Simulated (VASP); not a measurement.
# PrBe3Si (Immm) in VASP: a series of runs, part 2 of 2

VASP 6.6.1.

**3. Relaxation of cell and atoms, PBE**

This run uses another cell than the first one, of 12.84 Å³/atom.

INCAR reads:

```
PREC = Accurate ; ENCUT = 600
EDIFF = 1E-7 ; ISMEAR = 0
SIGMA = 0.2 ; LREAL = False
LASPH = True ; NELM = 200
ALGO = Normal ; ISIF = 3
LWAVE = False ; LCHARG = False
GGA = PE ; IBRION = 2
NSW = 36 ; EDIFFG = -0.08
GGA_COMPAT = False ; NELMIN = 4
LMAXMIX = 6
```

KPOINTS reads:

```
Automatic mesh
0
Gamma
  6 6 6
```

POSCAR reads:

```
PrBe3Si
1.0
   -1.8393587800      1.9994011200      4.3637395000
    1.8393587800     -1.9994011200      4.3637395000
    1.8393587800      1.9994011200     -4.3637395000
Pr Be Si
1 3 1
Direct
    0.0000000000      0.5000000000      0.5000000000
    0.7906609800      0.7906609800      0.0000000000
    0.5000000000      0.0000000000      0.5000000000
    0.2093390200      0.2093390200      0.0000000000
    0.0000000000      0.0000000000      0.0000000000
```

Potentials or basis: VASP PAW PBE potentials, release 64 (Pr_3, Be, Si), 4f in core.

On the command line:

```sh
$ cat potpaw_PBE.64/Pr_3/POTCAR potpaw_PBE.64/Be/POTCAR potpaw_PBE.64/Si/POTCAR > POTCAR
$ mpirun -np 1 vasp_std > vasp.out
```

OUTCAR:

```text
PREC = Accurate
   ENCUT = 600
   EDIFF = 1E-7
   ISMEAR = 0
   LREAL = False
   LASPH = True
   NELM = 200
   ISIF = 3
   GGA = PE
   IBRION = 2
   NSW = 36
   EDIFFG = -0.08
   NELMIN = 4

 ion  position               nearest neighbor table
   1  0.000  0.500  0.500-   5 1.84   5 1.84   2 2.59   4 2.59   2 2.59   4 2.59   3 2.72   3 2.72
                             3 2.72   3 2.72
   2  0.791  0.791  0.000-   5 1.83   1 2.59   1 2.59
   3  0.500  0.000  0.500-   5 2.00   5 2.00   1 2.72   1 2.72   1 2.72   1 2.72
   4  0.209  0.209  0.000-   5 1.83   1 2.59   1 2.59
   5  0.000  0.000  0.000-   2 1.83   4 1.83   1 1.84   1 1.84   3 2.00   3 2.00

  LATTYP: Found a body centered orthorhombic cell.
 ALAT       =     3.6787175600
 B/A-ratio  =     1.0870098546
 C/A-ratio  =     2.3724243184

  Lattice vectors:

 A1 = (  -1.8393587800,   1.9994011200,   4.3637395000)
 A2 = (   1.8393587800,  -1.9994011200,   4.3637395000)
 A3 = (   1.8393587800,   1.9994011200,  -4.3637395000)

Analysis of symmetry for initial positions (statically):
=====================================================================
 Subroutine PRICEL returns:
 Original cell was already a primitive cell.

 Routine SETGRP: Setting up the symmetry group for a
 body centered orthorhombic supercell.

 Subroutine GETGRP returns: Found  8 space group operations
 (whereof  8 operations were pure point group operations)
 out of a pool of  8 trial point group operations.

The static configuration has the point symmetry D_2h.

Analysis of symmetry for dynamics (positions and initial velocities):
=====================================================================
 Subroutine PRICEL returns:
 Original cell was already a primitive cell.

 Routine SETGRP: Setting up the symmetry group for a
 body centered orthorhombic supercell.

 Subroutine GETGRP returns: Found  8 space group operations
 (whereof  8 operations were pure point group operations)
 out of a pool of  8 trial point group operations.

The dynamic configuration has the point symmetry D_2h.

 Subroutine INISYM returns: Found  8 space group operations
 (whereof  8 operations are pure point group operations),
 and found     1 'primitive' translations

[... 129 lines left out ...]
   LEPSILON=     F    determine dielectric tensor
   LRPA    =     F    only Hartree local field effects (RPA)
 conjugate gradient relaxation of ions
 non-spin polarized calculation
 Gauss-broadening in eV      SIGMA  =   0.20
  energy-cutoff  :      600.00
  volume of cell :       64.19
 maximum number of plane-waves:      2159
 NGX is ok and might be reduce to    42
   NGX = 21   NGY = 21   NGZ = 21

--------------------------------------- Ionic step        1  -------------------------------------------

 number of electron      21.0000000 magnetization

 Free energy of the ion-electron system (eV)
  ---------------------------------------------------
  ext. energy  EPLUGINS =         0.00000000
  ---------------------------------------------------
  free energy    TOTEN  =        -0.72390802 eV

  energy without entropy =       -0.66733031  energy(sigma->0) =       -0.69561917

 E-fermi :   6.1551     XC(G=0): -10.5768

 val. band max:        6.1391202690   @ k =   0.3333  -0.3333   0.3333
 cond. band min:       6.2362293952   @ k =   0.3333   0.1667   0.0000
 fundamental gap:      0.0971091262
 Fermi energy:         6.1551122089

 k-point     1 :       0.0000    0.0000    0.0000
  band No.  band energies     occupation
      1     -30.2161      2.00000
      2     -15.0020      2.00000
      3     -11.8022      2.00000
      4     -11.5218      2.00000
      5      -3.6702      2.00000
      6       1.2146      2.00000
      7       2.6532      2.00000
      8       3.5673      2.00000
      9       3.6883      2.00000
     10       3.9893      2.00000
     11       4.7971      2.00000
     12       6.0644      1.47881
     13       8.2821      0.00000
     14       9.6280      0.00000
[... 501 lines left out ...]
  FREE ENERGIE OF THE ION-ELECTRON SYSTEM (eV)
  ---------------------------------------------------
  free  energy   TOTEN  =       -17.3358510517 eV

  energy  without entropy=      -17.2861600659  energy(sigma->0) =      -17.31100556

[... ionic steps 4 to 10 ...]

--------------------------------------- Ionic step       11  -------------------------------------------

 number of electron      21.0000000 magnetization

------------------------ aborting loop because EDIFF is reached ----------------------------------------
[... 73 lines left out ...]
--------------------------------------- Ionic step       13  -------------------------------------------

 number of electron      21.0000000 magnetization

 Free energy of the ion-electron system (eV)
  ---------------------------------------------------
  ext. energy  EPLUGINS =         0.00000000
  ---------------------------------------------------
  free energy    TOTEN  =       -17.61512799 eV

  energy without entropy =      -17.57166877  energy(sigma->0) =      -17.59339838

 E-fermi :   3.1087     XC(G=0):  -8.9514

 val. band max:        3.1075520080   @ k =   0.0000   0.0000   0.0000
 cond. band min:       3.1241448299   @ k =   0.1667  -0.1667   0.1667
 fundamental gap:      0.0165928218
 Fermi energy:         3.1087059788

 k-point     1 :       0.0000    0.0000    0.0000
  band No.  band energies     occupation
      1     -33.0463      2.00000
      2     -15.1214      2.00000
      3     -15.1066      2.00000
      4     -14.8480      2.00000
      5      -6.0574      2.00000
      6      -0.4627      2.00000
      7       0.0841      2.00000
      8       0.5775      2.00000
      9       1.6479      2.00000
     10       2.0898      2.00000
     11       3.1076      1.00651
     12       3.3961      0.04216
     13       4.3073      0.00000
     14       5.2747      0.00000
[... 423 lines left out ...]
  FREE ENERGIE OF THE ION-ELECTRON SYSTEM (eV)
  ---------------------------------------------------
  free  energy   TOTEN  =       -17.6151279909 eV

  energy  without entropy=      -17.5716687714  energy(sigma->0) =      -17.59339838

 reached required accuracy - stopping structural energy minimisation
```

OSZICAR:

```text
N       E                     dE             d eps       ncg     rms          rms(c)
DAV:   1     0.142823156157E+03    0.14282E+03   -0.10555E+04  1288   0.145E+03
DAV:   2     0.388203130030E+01   -0.13894E+03   -0.13622E+03  1582   0.310E+02
DAV:   3    -0.552894203825E+01   -0.94110E+01   -0.91876E+01  2198   0.760E+01
[... 159 lines left out ...]
DAV:   3    -0.176151073198E+02    0.21645E-02   -0.86454E-03  1706   0.536E-01    0.407E-02
DAV:   4    -0.176151141071E+02   -0.67873E-05   -0.64858E-04  1816   0.133E-01    0.276E-02
DAV:   5    -0.176151231711E+02   -0.90641E-05   -0.50202E-05  1858   0.437E-02    0.158E-02
DAV:   6    -0.176151278475E+02   -0.46764E-05   -0.14501E-05  1796   0.257E-02    0.191E-03
DAV:   7    -0.176151280253E+02   -0.17783E-06   -0.77689E-07  1784   0.559E-03    0.654E-04
DAV:   8    -0.176151279909E+02    0.34386E-07   -0.40212E-08   818   0.141E-03
  13 F= -.17615128E+02 E0= -.17593398E+02  d E =-.230076E-02
```

CONTCAR:

```text
PrBe3Si
   1.00000000000000
    -2.8719086272015408    2.0827187210393476    4.3303411544016566
     2.8719086272015408   -2.0827187210393476    4.3303411544016566
     2.8719086272015408    2.0827187210393476   -4.3303411544016566
  Pr              Be              Si
     1     3     1
Direct
     1.0000000000000000    0.5000000000000000    0.5000000000000000
     0.7523420624740679    0.7523420624740679    0.0000000000000000
     0.5000000000000000    1.0000000000000000    0.5000000000000000
     0.2476579375259322    0.2476579375259322    0.0000000000000000
     1.0000000000000000    1.0000000000000000    0.0000000000000000

  0.00000000E+00  0.00000000E+00  0.00000000E+00
  0.00000000E+00  0.00000000E+00  0.00000000E+00
  0.00000000E+00  0.00000000E+00  0.00000000E+00
  0.00000000E+00  0.00000000E+00  0.00000000E+00
  0.00000000E+00  0.00000000E+00  0.00000000E+00
```

It took 12 min on 1 thread of Intel Xeon Platinum 8488C (Sapphire Rapids), shared host; peak memory 0.32 GiB.

What came out:

| Property | Result |
| --- | --- |
| Free energy | -17.6151 eV |
| Relaxed volume | 20.72 Å³/atom |
| Relaxed cell | a = 5.598 Å, b = 5.598 Å, c = 5.598 Å, α = 118.27°, β = 136.32°, γ = 78.65° |
| Space group after relaxing (to 0.1 Å) | Immm (No. 71) |
| Energy gained by relaxing | 3378.2 meV/atom |
| Ionic steps | 13 |
| Pressure after relaxing | 0.0 GPa |
| Largest force after relaxing | 0.009 eV/Å |
| Band gap on the k mesh | zero (an odd number of electrons rules out a gap without spin polarisation) |

Forces on the atoms (eV/Å):
```
Pr   0.000  0.000  0.000
Be   0.000  0.000  0.009
Be   0.000  0.000  0.000
Be   0.000  0.000 -0.009
Si   0.000  0.000  0.000
```

The path:
| step | energy change (eV) | largest force (eV/Å) | pressure (GPa) | volume (Å³) |
| --- | --- | --- | --- | --- |
| 1 | 0.0000 | 6.6790 | 103.74 | 64.19 |
| 2 | -14.7542 | 0.5362 | -7.87 | 158.14 |
| 3 | -16.6119 | 0.2806 | 0.29 | 105.97 |
| 4 | -16.5665 | 0.1570 | -4.54 | 119.37 |
| 5 | -16.6724 | 0.0154 | -2.61 | 112.83 |
| 6 | -16.6765 | 0.0505 | -2.23 | 111.75 |
| 7 | -16.7929 | 0.3051 | -0.34 | 107.32 |
| 8 | -16.8072 | 0.4522 | 0.63 | 105.44 |
| 9 | -16.8370 | 0.3938 | 0.14 | 105.95 |
| 10 | -16.8683 | 0.2591 | -0.95 | 107.10 |
| 11 | -16.8877 | 0.0607 | -0.21 | 104.73 |
| 12 | -16.8889 | 0.0045 | 0.05 | 103.96 |
| 13 | -16.8912 | 0.0092 | -0.01 | 103.61 |

Final structure:
```cif
data_structure
_symmetry_space_group_name_H-M 'P 1'
_symmetry_Int_Tables_number 1
_cell_length_a 5.5980
_cell_length_b 5.5980
_cell_length_c 5.5980
_cell_angle_alpha 118.269
_cell_angle_beta 136.316
_cell_angle_gamma 78.652
_cell_volume 103.61
loop_
_atom_site_label
_atom_site_type_symbol
_atom_site_fract_x
_atom_site_fract_y
_atom_site_fract_z
_atom_site_occupancy
Pr1 Pr 0.00000 0.50000 0.50000 1
Be1 Be 0.75234 0.75234 0.00000 1
Be2 Be 0.50000 0.00000 0.50000 1
Be3 Be 0.24766 0.24766 0.00000 1
Si1 Si 0.00000 0.00000 0.00000 1
```

Caveat: the volume moved by over 15 % at a fixed basis, so the end points are rough; spin-orbit coupling is left out, which moves the levels of the heavy elements; the 4f electrons are frozen in the core, so they carry no moment and show no levels.

**4. Relaxation of cell and atoms, PBE**

This run uses another cell than the first one, of 15.94 Å³/atom.

INCAR reads:

```
SYSTEM = PrBe3Si
ALGO = Normal ; EDIFF = 1E-7
EDIFFG = -0.08 ; ENCUT = 600
GGA = PE ; GGA_COMPAT = .False.
IBRION = 2 ; ISIF = 3
ISMEAR = 0 ; LASPH = .True.
LCHARG = .False. ; LMAXMIX = 6
LREAL = .False. ; LWAVE = .False.
NELM = 200 ; NELMIN = 4
NSW = 36 ; PREC = Accurate
SIGMA = 0.2
```

KPOINTS reads:

```
k-points
0
Gamma
  4 4 4
  0 0 0
```

POSCAR reads:

```
PrBe3Si
1.0
   -2.6060705600      2.6229586200      2.9150193100
    2.6060705600     -2.6229586200      2.9150193100
    2.6060705600      2.6229586200     -2.9150193100
Pr Be Si
1 3 1
Direct
    0.5000000000      0.5000000000      0.0000000000
    0.3137160300      0.8137160300      0.5000000000
    0.6862839700      0.1862839700      0.5000000000
    0.0000000000      0.0000000000      0.0000000000
    0.0000000000      0.5000000000      0.5000000000
```

On the command line:

```sh
$ cat potpaw_PBE.64/Pr_3/POTCAR potpaw_PBE.64/Be/POTCAR potpaw_PBE.64/Si/POTCAR > POTCAR
$ mpirun -np 1 vasp_std > vasp.out
```

It took 97 s on 1 thread of Intel Xeon 6975P-C (Granite Rapids), shared host; peak memory 0.26 GiB.

It converged, with:

| Item | Value |
| --- | --- |
| Free energy | -18.0902 eV |
| Relaxed volume | 18.49 Å³/atom |
| Relaxed cell | a = 4.955 Å, b = 4.955 Å, c = 4.955 Å, α = 115.01°, β = 111.42°, γ = 102.25° |
| Space group after relaxing (to 0.1 Å) | Immm (No. 71) |
| Energy gained by relaxing | 233.5 meV/atom |
| Ionic steps | 7 |
| Pressure after relaxing | 0.0 GPa |
| Largest force after relaxing | 0.065 eV/Å |
| Band gap on the k mesh | zero (an odd number of electrons rules out a gap without spin polarisation) |

Forces in eV/Å, atoms in the order of the input:
```
Pr   0.000  0.000  0.000
Be   0.000  0.000 -0.065
Be   0.000  0.000  0.065
Be   0.000  0.000  0.000
Si   0.000  0.000  0.000
```

Stress tensor (GPa, compression positive):
```
-0.02  0.00  0.00
 0.00 -0.15  0.00
 0.00  0.00  0.05
```

Step by step:
| step | energy change (eV) | largest force (eV/Å) | pressure (GPa) | volume (Å³) |
| --- | --- | --- | --- | --- |
| 1 | 0.0000 | 4.5032 | 15.29 | 79.70 |
| 2 | -0.7060 | 1.3328 | -3.80 | 98.09 |
| 3 | -1.1206 | 0.0394 | 0.87 | 89.47 |
| 4 | -1.1216 | 0.0199 | 1.08 | 89.22 |
| 5 | -1.1218 | 0.0668 | 1.25 | 89.02 |
| 6 | -1.1589 | 0.0089 | 0.49 | 90.85 |
| 7 | -1.1673 | 0.0654 | -0.04 | 92.46 |

Final structure:
```
Pr Be Si
1.0
    -2.66214    2.79172    3.11007
     2.66214   -2.79172    3.11007
     2.66214    2.79172   -3.11007
Pr Be Si
1 3 1
Direct
  0.50000 0.50000 0.00000
  0.33695 0.83695 0.50000
  0.66305 0.16305 0.50000
  0.00000 0.00000 0.00000
  0.00000 0.50000 0.50000
```

Levels at points of the mesh, in eV from the Fermi level:
```tsv
k point	band 6	band 7	band 8	band 9	band 10	band 11	band 12	band 13	band 14
(0.00, 0.00, 0.00)	-4.06	-2.92	-1.84	-0.95	-0.85	-0.64	-0.11	0.48	0.68
(0.50, 0.00, 0.00)	-5.46	-3.09	-2.57	-2.39	-1.92	0.23	0.91	1.64	2.10
(0.00, 0.50, 0.00)	-5.04	-2.64	-2.26	-1.92	-1.07	-0.23	-0.21	1.30	2.20
(0.50, 0.50, 0.00)	-5.03	-4.09	-3.08	-2.28	-0.61	-0.16	1.98	2.29	2.56
(0.50, 0.50, 0.50)	-4.56	-4.18	-2.95	-2.46	-0.83	1.07	1.74	1.95	2.93
```

Caveat: the k points lie up to 0.39 Å⁻¹ apart in the final cell, too coarse for converged energies and pressures of a metal; the volume moved by over 15 % at a fixed basis, so the end points are rough; spin-orbit coupling is left out, which moves the levels of the heavy elements; the 4f electrons are frozen in the core, so they carry no moment and show no levels; the relaxation stopped at a loose force limit of 0.08 eV/Å, so its end isn't a converged minimum.

**5. Overview**

```tsv
task	cell	k mesh	gap on the mesh (eV)	pressure (GPa)	relaxed volume (Å³/atom)	largest force (eV/Å)
single point	a = 5.591 Å, angles 118.0, 136.2, 79.0°, 5 atoms, atomic positions A	6 × 6 × 6	none	0.0	-	0.04
relaxation of cell and atoms	relaxed from a = 5.140 Å, angles 138.1, 134.2, 63.8°, 5 atoms, atomic positions B	6 × 6 × 6	none	0.0	20.72	0.01
relaxation of cell and atoms	relaxed from a = 4.708 Å, angles 112.8, 112.3, 103.5°, 5 atoms, atomic positions C	4 × 4 × 4	none	0.0	18.49	0.07
```

Alike in all rows: level PBE; potentials or basis VASP PAW PBE potentials, release 64 (Pr_3, Be, Si), 4f in core; no spin polarisation; cutoff (eV) 600; smearing gaussian 0.2 eV.

Caveats: some runs use coarse meshes; spin-orbit coupling is left out, which moves the levels of the heavy elements; the 4f electrons are frozen in the core, so they carry no moment and show no levels; the volume moved by over 15 % at a fixed basis, so the end points are rough (at least some runs); the relaxation stopped at a loose force limit of 0.08 eV/Å, so its end isn't a converged minimum (at least some runs).

Absolute energies hang on the potentials; compare differences alone.

The gap in the log of VASP goes by the Fermi energy; the results here count the filled bands.